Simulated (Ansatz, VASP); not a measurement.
## Two plane-wave programs on Al3SiPd2

```xyz
6
Lattice="5.2640 0.0000 0.0000 -2.6320 4.5587 0.0000 0.0000 0.0000 7.0174" Properties=species:S:1:pos:R:3 pbc="T T T"
Al    2.6320    0.0000    0.0000
Al   -1.3160    2.2794    0.0000
Al    1.3160    2.2794    0.0000
Si    0.0000    0.0000    0.0000
Pd    0.0000    0.0000    2.1883
Pd    0.0000    0.0000    4.8291
```

Alike in both runs: functional PBE; k mesh 6 × 6 × 4; occupations gaussian, width 0.1 eV; no spin polarisation.

Ansatz relaxed the structure, and its values are those at the end. VASP's run is a single point on that final structure, the one shown.

|  | VASP | Ansatz |
| --- | --- | --- |
| version | VASP 6.6.1 | Ansatz 0.2.0 |
| potentials or method | VASP PAW PBE potentials, release 64 (Al, Si, Pd), cutoff 520 eV | scalar-relativistic, plane waves, PAW |
| valence electrons in the cell | 33 | 49 |

Ansatz gave:

* gap on the k mesh at the Fermi level (eV): none
* pressure (GPa): 0.0
* rms of the force components (eV/Å): 0.005

Task: What did VASP give for the same quantities?

Result: gap on the k mesh at the Fermi level (eV): none; pressure (GPa): 0.1; rms of the force components (eV/Å): 0.021.

A gap of «none» marks a metal or a gap that the smearing closes. The functional is the same, so the differences come from potentials, cutoffs and numerics. VASP's potentials hold 33 valence electrons a cell and Ansatz's 49, so a difference there can come from the potentials and not from the codes.
